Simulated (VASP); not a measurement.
Cr, 1 atom in the cell. The structure is cubic, space group Pm-3m (No. 221). Conventional cell: a = 2.324 Å, b = 2.324 Å, c = 2.324 Å, α = 90.00°, β = 90.00°, γ = 90.00°. Cr (site symmetry m-3m) has 6 Cr at 2.32 Å within 3.1 Å. This isn't the form of Cr at room conditions, which is bcc.

* Program: VASP 6.6.1
* Task: single point
* Functional: PBE
* Potentials or basis: VASP PAW PBE potentials, release 64 (Cr_pv)
* Cutoff: 500 eV
* k mesh: 46 × 46 × 46
* Occupations: fermi-dirac, width 0.0612256 eV
* Spin: no spin polarisation
* Dipole correction: no
* Further INCAR settings: ALGO = Normal; EDIFF = 1e-06; NBANDS = 12

Potentials or basis: VASP PAW PBE potentials, release 64 (Cr_pv).

Launch:

```sh
$ cat potpaw_PBE.64/Cr_pv/POTCAR > POTCAR
$ mpirun -np 1 vasp_std > vasp.out
```

Hardware: 1 thread of Intel(R) Xeon(R) 6975P-C (Granite Rapids), with other jobs on the host.

Q: Estimate the wall time of this run.

A: Wall time 85 s on 1 thread of Intel(R) Xeon(R) 6975P-C (Granite Rapids) (shared host), peak memory 0.44 GiB. Counts: scf iterations 11, k points 2600.
